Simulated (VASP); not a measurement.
# Li (P1) in VASP: single point with r2SCAN

Aim: the single point of Li with r2SCAN.

All numbers are computed with VASP 6.6.1; they aren't measurements. Logs are shortened: lines on timing, memory, paths and dates and some standing lists are left out, and cuts for length are marked.

## Step 1: The cell of the first run

The typed cell holds 8 atoms: a = 8.909 Å, b = 4.454 Å, c = 4.454 Å, α = 90.00°, β = 90.00°, γ = 90.00°.

## Step 2: Single point, r2SCAN

POSCAR reads:

```
Li
1.0
    8.9088800000      0.0000000000      0.0000000000
    0.0000000000      4.4544400000      0.0000000000
    0.0000000000      0.0000000000      4.4544400000
Li
8
Direct
    0.4594941227      0.1453093992      0.6210331714
    0.1771560510      0.3665282280      0.3754914198
    0.0497267895      0.6237275617      0.8334850172
    0.2947553452      0.8562905775      0.1273208305
    0.9353681944      0.0979528291      0.6315099092
    0.6918974102      0.3761729870      0.3666541698
    0.5930583867      0.6606024551      0.8925427214
    0.7985437002      0.8734157380      0.1519625363
```

INCAR.step1 reads:

```
PREC = Accurate
ENCUT = 720
ISMEAR = 1
SIGMA = 0.05
LREAL = F
LASPH = T
NELM = 120
NBANDS = 22
GGA = PE
ALGO = Normal
EDIFF = 1E-5
LWAVE = T
LCHARG = F
GGA_COMPAT = F
```

INCAR.step2 reads:

```
PREC = Accurate
ENCUT = 720
EDIFF = 1E-6
ISMEAR = 1
SIGMA = 0.05
LREAL = F
LASPH = T
NELM = 120
ALGO = Normal
ISIF = 2
LWAVE = F
LCHARG = F
METAGGA = R2SCAN
LMIXTAU = T
NBANDS = 22
ISTART = 1
GGA_COMPAT = F
```

KPOINTS reads:

```
regular mesh
0
Gamma
  1 2 2
```

Potentials or basis: VASP PAW PBE potentials, release 64 (Li_sv).

The run is started by

```console
> cat potpaw_PBE.64/Li_sv/POTCAR > POTCAR
> cp INCAR.step1 INCAR
> mpirun -np 1 vasp_std > vasp.out
> cp INCAR.step2 INCAR
> mpirun -np 1 vasp_std > vasp.out
```

OUTCAR:

```text
PREC = Accurate
   ENCUT = 720
   EDIFF = 1E-6
   ISMEAR = 1
   LREAL = F
   LASPH = T
   NELM = 120
   ISIF = 2
   METAGGA = R2SCAN
   ISTART = 1

 ion  position               nearest neighbor table
   1  0.459  0.145  0.621-   6 2.57
   2  0.177  0.367  0.375-   3 2.60
   3  0.050  0.624  0.833-   5 2.51   2 2.60
   4  0.295  0.856  0.127-
   5  0.935  0.098  0.632-   3 2.51
   6  0.692  0.376  0.367-   1 2.57   8 2.59
   7  0.593  0.661  0.893-   8 2.36
   8  0.799  0.873  0.152-   7 2.36   6 2.59

  LATTYP: Found a simple tetragonal cell.
 ALAT       =     4.4544400000
 C/A-ratio  =     2.0000000000

  Lattice vectors:

 A1 = (   0.0000000000,   4.4544400000,   0.0000000000)
 A2 = (   0.0000000000,   0.0000000000,   4.4544400000)
 A3 = (   8.9088800000,   0.0000000000,   0.0000000000)

Analysis of symmetry for initial positions (statically):
=====================================================================
 Subroutine PRICEL returns:
 Original cell was already a primitive cell.

 Routine SETGRP: Setting up the symmetry group for a
 simple tetragonal supercell.

 Subroutine GETGRP returns: Found  1 space group operations
 (whereof  1 operations were pure point group operations)
 out of a pool of 16 trial point group operations.

The static configuration has the point symmetry C_1 .

Analysis of symmetry for dynamics (positions and initial velocities):
=====================================================================
 Subroutine PRICEL returns:
 Original cell was already a primitive cell.

 Routine SETGRP: Setting up the symmetry group for a
 simple tetragonal supercell.

 Subroutine GETGRP returns: Found  1 space group operations
 (whereof  1 operations were pure point group operations)
 out of a pool of 16 trial point group operations.

The dynamic configuration has the point symmetry C_1 .

 Subroutine INISYM returns: Found  1 space group operations
 (whereof  1 operations are pure point group operations),
 and found     1 'primitive' translations

----------------------------------------------------------------------------------------

                                     Primitive cell

  volume of cell :     176.7703

  direct lattice vectors                    reciprocal lattice vectors
     8.908880000  0.000000000  0.000000000     0.112247555  0.000000000  0.000000000
     0.000000000  4.454440000  0.000000000     0.000000000  0.224495110  0.000000000
     0.000000000  0.000000000  4.454440000     0.000000000  0.000000000  0.224495110

  length of vectors
     8.908880000  4.454440000  4.454440000     0.112247555  0.224495110  0.224495110

  position of ions in fractional coordinates (direct lattice)
     0.459494123  0.145309399  0.621033171
     0.177156051  0.366528228  0.375491420
     0.049726789  0.623727562  0.833485017
     0.294755345  0.856290577  0.127320830
     0.935368194  0.097952829  0.631509909
     0.691897410  0.376172987  0.366654170
     0.593058387  0.660602455  0.892542721
     0.798543700  0.873415738  0.151962536

  ion indices of the primitive-cell ions
   primitive index   ion index
                 1           1
                 2           2
                 3           3
                 4           4
                 5           5
                 6           6
                 7           7
                 8           8

----------------------------------------------------------------------------------------

 KPOINTS: regular mesh

Automatic generation of k-mesh.
 Grid dimensions read from file:
 generate k-points for:    1    2    2

 Generating k-lattice:

  Cartesian coordinates                     Fractional coordinates (reciprocal lattice)
     0.112247555  0.000000000  0.000000000     1.000000000  0.000000000  0.000000000
     0.000000000  0.112247555  0.000000000     0.000000000  0.500000000  0.000000000
     0.000000000  0.000000000  0.112247555     0.000000000  0.000000000  0.500000000

  Length of vectors
     0.112247555  0.112247555  0.112247555

  Shift w.r.t. Gamma in fractional coordinates (k-lattice)
     0.000000000  0.000000000  0.000000000

 Subroutine IBZKPT returns following result:
 ===========================================

 Found      4 irreducible k-points:

 Following reciprocal coordinates:
            Coordinates               Weight
  0.000000  0.000000  0.000000      1.000000
  0.000000  0.500000  0.000000      1.000000
  0.000000  0.000000  0.500000      1.000000
  0.000000  0.500000  0.500000      1.000000
   k-points           NKPTS =      4   k-points in BZ     NKDIM =      4   number of bands    NBANDS=     22
   number of dos      NEDOS =    301   number of ions     NIONS =      8
   total plane-waves  NPLWV = 128000
   dimension x,y,z NGX =    80 NGY =   40 NGZ =   40
   dimension x,y,z NGXF=   160 NGYF=   80 NGZF=   80
   ions per type =               8
   NGX,Y,Z   is equivalent  to a cutoff of  14.93, 14.93, 14.93 a.u.
   NGXF,Y,Z  is equivalent  to a cutoff of  29.86, 29.86, 29.86 a.u.
 SYSTEM =  unknown system
   PREC   = accura    normal or accurate (medium, high low for compatibility)
   ISTART =      1    job   : 0-new  1-cont  2-samecut
   ICHARG =      0    charge: 1-file 2-atom 10-const
   ISPIN  =      1    spin polarized calculation?
   LNONCOLLINEAR =      F non collinear calculations
   LSORBIT =      F    spin-orbit coupling
   LASPH  =      T    aspherical Exc in radial PAW
   ENCUT  =  720.0 eV  52.92 Ry    7.27 a.u.  19.49  9.75  9.75*2*pi/ulx,y,z
   NELM   =    120;   NELMIN=  2; NELMDL=  0     # of ELM steps
   EDIFF  = 0.1E-05   stopping-criterion for ELM
   LREAL  =      F    real-space projection
   EDIFFG = 0.1E-04   stopping-criterion for IOM
   NSW    =      0    number of steps for IOM
   IBRION =     -1    ionic relax: 0-MD 1-quasi-New 2-CG
   NFREE  =      0    steps in history (QN), initial steepest desc. (CG)
   ISIF   =      2    stress and relaxation
   ISYM   =      2    0-nonsym 1-usesym 2-fastsym
   POTIM  = 0.5000    time-step for ionic-motion
   TEBEG  =    0.0;   TEEND  =   0.0 temperature during run
   PSTRESS=    0.0 pullay stress
   NELECT =      24.0000    total number of electrons
   NUPDOWN=      -1.0000    fix difference up-down
   EMIN   =  10.00;   EMAX   =-10.00  energy-range for DOS
   EFERMI =   0.00;   METHOD = LEGACY
   ISMEAR =     1;   SIGMA  =   0.05  broadening in eV -4-tet -1-fermi 0-gaus
   EFERMI_NEDOS =   21; number of points for ismear=-14 and -15
   IALGO  =     38    algorithm
   IMIX   =      4    mixing-type and parameters
     AMIX     =   0.40;   BMIX     =  1.00
     AMIX_MAG =   1.60;   BMIX_MAG =  1.00
  volume/ion in A,a.u.               =      22.10       149.11
  Fermi-wavevector in a.u.,A,eV,Ry     =   0.841412  1.590038  9.632577  0.707974
  Thomas-Fermi vector in A             =   1.955952
   LORBIT       =      0    0 simple, 1 ext, 2 COOP (PROOUT), +10 PAW based schemes
   METAGGA = R2SCAN    functional components
   LHFCALC =     F    Hartree Fock is set to
   AEXX    =    0.0000 exact exchange contribution
   IVDW    =     0    specifies the selected vdW correction
   LEPSILON=     F    determine dielectric tensor
   LRPA    =     F    only Hartree local field effects (RPA)
 non-spin polarized calculation
 Methfessel and Paxton  Order N= 1 SIGMA  =   0.05
  energy-cutoff  :      720.00
  volume of cell :      176.77
 maximum number of plane-waves:      7812
 NGX is ok and might be reduce to    80
   NGX = 39   NGY = 19   NGZ = 19

 number of electron      24.0000001 magnetization

 Free energy of the ion-electron system (eV)
  ---------------------------------------------------
  ext. energy  EPLUGINS =         0.00000000
  ---------------------------------------------------
  free energy    TOTEN  =       -16.53194382 eV

  energy without entropy =      -16.52617235  energy(sigma->0) =      -16.53001999

 E-fermi :   0.3817     XC(G=0):  -7.2165

 val. band max:        0.3609537205   @ k =   0.0000   0.5000   0.5000
 cond. band min:       0.3970873818   @ k =   0.0000   0.5000   0.0000
 fundamental gap:      0.0361336613
 Fermi energy:         0.3816574864

 k-point     1 :       0.0000    0.0000    0.0000
  band No.  band energies     occupation
      1     -48.4776      2.00000
      2     -48.4686      2.00000
      3     -48.2105      2.00000
      4     -48.1861      2.00000
      5     -48.1609      2.00000
      6     -48.1558      2.00000
      7     -48.0695      2.00000
      8     -48.0650      2.00000
      9      -3.2888      2.00000
     10      -1.7264      2.00000
     11      -1.6964      2.00000
     12       2.7392      0.00000
     13       2.8644      0.00000
     14       2.8832      0.00000
     15       3.0202      0.00000
     16       3.1270      0.00000
     17       3.2149      0.00000
     18       3.3295      0.00000
     19       3.5139      0.00000
     20       4.3384      0.00000
     21       4.4532      0.00000
     22       5.7383      0.00000

 k-point     2 :       0.0000    0.5000    0.0000
  band No.  band energies     occupation
      1     -48.4770      2.00000
      2     -48.4685      2.00000
      3     -48.2079      2.00000
      4     -48.1841      2.00000
      5     -48.1611      2.00000
      6     -48.1568      2.00000
      7     -48.0713      2.00000
      8     -48.0670      2.00000
      9      -1.7362      2.00000
     10      -1.7096      2.00000
     11      -0.6016      2.00000
     12      -0.4772      2.00000
     13       0.2555      2.00209
     14       0.3971      0.50424
     15       3.1410      0.00000
     16       3.3806      0.00000
     17       4.3228      0.00000
     18       4.4363      0.00000
     19       4.8188      0.00000
     20       5.1578      0.00000
     21       5.6300      0.00000
     22       5.7958      0.00000

 k-point     3 :       0.0000    0.0000    0.5000
  band No.  band energies     occupation
      1     -48.4735      2.00000
      2     -48.4726      2.00000
      3     -48.2069      2.00000
      4     -48.1846      2.00000
      5     -48.1637      2.00000
      6     -48.1565      2.00000
      7     -48.0701      2.00000
      8     -48.0657      2.00000
      9      -1.7296      2.00000
     10      -1.7076      2.00000
     11      -0.6245      2.00000
     12      -0.5883      2.00000
     13       0.4105      0.18070
     14       0.4634     -0.04297
     15       3.1773      0.00000
     16       3.3117      0.00000
     17       4.3061      0.00000
     18       4.3861      0.00000
     19       4.7123      0.00000
     20       4.8777      0.00000
     21       5.6978      0.00000
     22       5.8076      0.00000

 k-point     4 :       0.0000    0.5000    0.5000
  band No.  band energies     occupation
      1     -48.4731      2.00000
      2     -48.4723      2.00000
      3     -48.2058      2.00000
      4     -48.1819      2.00000
      5     -48.1626      2.00000
      6     -48.1575      2.00000
      7     -48.0723      2.00000
      8     -48.0680      2.00000
      9      -0.6262      2.00000
     10      -0.5584      2.00000
     11       0.3577      1.71729
     12       0.3610      1.63866
     13       0.5645     -0.00000
     14       0.7041     -0.00000
     15       0.8085     -0.00000
     16       0.8749     -0.00000
     17       2.4562      0.00000
     18       2.4732      0.00000
     19       2.6641      0.00000
     20       2.7153      0.00000
     21       4.9468      0.00000
     22       5.0775      0.00000

------------------------ aborting loop because EDIFF is reached ----------------------------------------

  FORCE on cell =-STRESS in cart. coord.  units (eV):
  Direction    XX          YY          ZZ          XY          YZ          ZX
  --------------------------------------------------------------------------------------
  -------------------------------------------------------------------------------------
  Total       -0.6083603      3.5425465     -0.4913726      1.8397045     -0.2061674      0.6282560
  in kB       -5.5139408     32.1082630     -4.4536099     16.6743656     -1.8686214      5.6942678
  external PRESSURE =       7.3802374 kB  Pullay stress =       0.0000000 kB

 VOLUME and BASIS-vectors are now :
 -----------------------------------------------------------------------------
  energy-cutoff  :      720.00
  volume of cell :      176.77
      direct lattice vectors                 reciprocal lattice vectors
     8.908880000  0.000000000  0.000000000     0.112247555  0.000000000  0.000000000
     0.000000000  4.454440000  0.000000000     0.000000000  0.224495110  0.000000000
     0.000000000  0.000000000  4.454440000     0.000000000  0.000000000  0.224495110

 POSITION                                       TOTAL-FORCE (eV/Angst)
 -----------------------------------------------------------------------------------
      4.09358      0.64727      2.76636        -0.182272     -0.025773      0.149815
      1.57826      1.63268      1.67260        -0.018180     -0.130693     -0.253051
      0.44301      2.77836      3.71271        -0.145815     -0.212166      0.297885
      2.62594      3.81430      0.56714         0.150621      0.032253     -0.046734
      8.33308      0.43633      2.81302        -0.134242      0.141324      0.136415
      6.16403      1.67564      1.63324         0.188733      0.058948      0.052961
      5.28349      2.94261      3.97578        -0.405371     -0.080596     -0.478502
      7.11413      3.89058      0.67691         0.546526      0.216703      0.141209
 -----------------------------------------------------------------------------------
    total drift:                                0.072721      0.006207      0.044346

  FREE ENERGIE OF THE ION-ELECTRON SYSTEM (eV)
  ---------------------------------------------------
  free  energy   TOTEN  =       -16.5319438179 eV

  energy  without entropy=      -16.5261723460  energy(sigma->0) =      -16.53001999
```

Wall time 2.6 min (1 thread of Intel Xeon Platinum 8375C at 2.90GHz (Ice Lake), shared host); peak memory 0.34 GiB.

Results:

| Item | Value |
| --- | --- |
| Free energy | -16.5319 eV |
| Pressure | 0.7 GPa |
| Largest force | 0.632 eV/Å |
| Band gap on the k mesh | zero (bands 12 and 13 overlap by 2.48 eV) |

Forces in eV/Å, atoms in the order of the input:
```
Li  -0.182 -0.026  0.150
Li  -0.018 -0.131 -0.253
Li  -0.146 -0.212  0.298
Li   0.151  0.032 -0.047
Li  -0.134  0.141  0.136
Li   0.189  0.059  0.053
Li  -0.405 -0.081 -0.479
Li   0.547  0.217  0.141
```

Caveat: the k points lie up to 0.71 Å⁻¹ apart, too coarse for converged energies and pressures of a metal; the PAW data sets were made with another functional, which shifts forces and pressure a little.
